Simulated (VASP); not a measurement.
Input of a VASP 6.6.1 run:

File INCAR:

```
SYSTEM = TiSi2
  PREC = Accurate
  ENCUT = 520
  EDIFF = 1E-8
  ISMEAR = -1
  SIGMA = 0.08
  LREAL = .False.
  LASPH = .True.
  NELM = 60
  ALGO = Normal
  ISIF = 2
  LWAVE = .False.
  LCHARG = .False.
  GGA = PS
  LEFG = .True.
  NBANDS = 29
```

The input KPOINTS:

```
Automatic mesh
0
Gamma
  8 8 8
  0 0 0
```

POSCAR

```
TiSi2
1.0
    0.0000000000      4.0903615834      4.2328984671
    2.3704827389      0.0000000000      4.2328984671
    2.3704827389      4.0903615834      0.0000000000
Ti Si
2 4
Direct
    0.7500000000      0.7500000000      0.7500000000
    0.5000000000      0.5000000000      0.5000000000
    0.0830000000      0.4170000000      0.0830000000
    0.4170000000      0.0830000000      0.4170000000
    0.1670000000      0.8330000000      0.1670000000
    0.8330000000      0.1670000000      0.8330000000
```

Potentials or basis: VASP PAW PBE potentials, release 64 (Ti_sv, Si).

Launch:

```sh
$ cat potpaw_PBE.64/Ti_sv/POTCAR potpaw_PBE.64/Si/POTCAR > POTCAR
$ mpirun -np 1 vasp_std > vasp.out
```

(1) Predict the band gap on the k mesh.

(2) Estimate the pressure.

(3) Estimate the largest force.

Results:

(1) zero (band 20 reaches 11.09 eV, above the bottom of band 21 at 9.20 eV).

(2) 1.5 GPa.

(3) 0.178 eV/Å.

Caveat: without QUAD_EFG the Cq values of the log hold for a quadrupole moment of 1 mb, not for the nuclei; the PAW data sets were made with another functional, which shifts forces and pressure a little.
